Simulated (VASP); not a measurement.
**MgO2: single point with PBEsol**

Crystal: MgO2.

```
Mg O
1.0
     1.55662    0.89871    3.59880
    -1.55662    0.89871    3.59880
     0.00000   -1.79743    3.59880
Mg O
1 2
Cartesian
  0.0000 0.0000 0.0000
  0.0000 0.0000 4.6293
  0.0000 0.0000 6.1671
```

This cell differs from its parent crystal: strain -0.030 along x and y, +0.030 along z.

```json
{
  "Program": "VASP 6.6.1",
  "Task": "single point",
  "Functional": "PBEsol",
  "Potentials or basis": "VASP PAW PBE potentials, release 64 (Mg, O)",
  "Cutoff": "520 eV",
  "k mesh": "12 × 12 × 12",
  "Occupations": "gaussian, width 0.05 eV",
  "Spin": "no spin polarisation",
  "Dipole correction": "no",
  "Further INCAR settings": "ALGO = Normal; EDIFF = 1e-06; NBANDS = 14"
}
```

```json
{
 "Pressure": "-3.9 GPa",
 "Largest force": "1.152 eV/Å",
 "Band gap on the k mesh": "1.51 eV, direct"
}
```

Forces on the atoms (eV/Å):
```
Mg   0.000  0.000  0.000
O    0.000  0.000  1.152
O    0.000  0.000 -1.152
```

Stress tensor (GPa, compression positive):
```
  3.98   0.00   0.00
  0.00   3.98   0.00
  0.00   0.00 -19.59
```

Levels at points of the mesh, in eV from the valence-band top:
```tsv
k point	band 3	band 4	band 5	band 6	band 7	band 8	band 9	band 10	band 11	band 12
(0.00, 0.00, 0.00)	-7.63	-2.89	-2.89	-0.76	-0.76	4.25	5.18	11.90	13.56	15.55
(0.50, 0.00, 0.00)	-6.56	-5.91	-3.31	-1.39	-1.22	3.50	9.11	11.12	12.86	14.09
(0.50, 0.50, 0.00)	-5.93	-5.26	-3.92	-2.34	-0.23	2.80	8.47	11.76	12.52	12.77
(0.50, 0.50, 0.50)	-4.85	-3.40	-3.40	0.00	0.00	1.51	5.62	9.48	15.20	15.20
```

Wall time 85 s on 1 thread of Intel(R) Xeon(R) Platinum 8259CL CPU @ 2.50GHz (Skylake/Cascade Lake), with other jobs on the host, peak memory 0.22 GiB.

Caveat: the cell differs from its parent crystal (strain -0.030 along x and y, +0.030 along z); the PAW data sets were made with another functional, which shifts forces and pressure a little. A k mesh can miss the band edges.
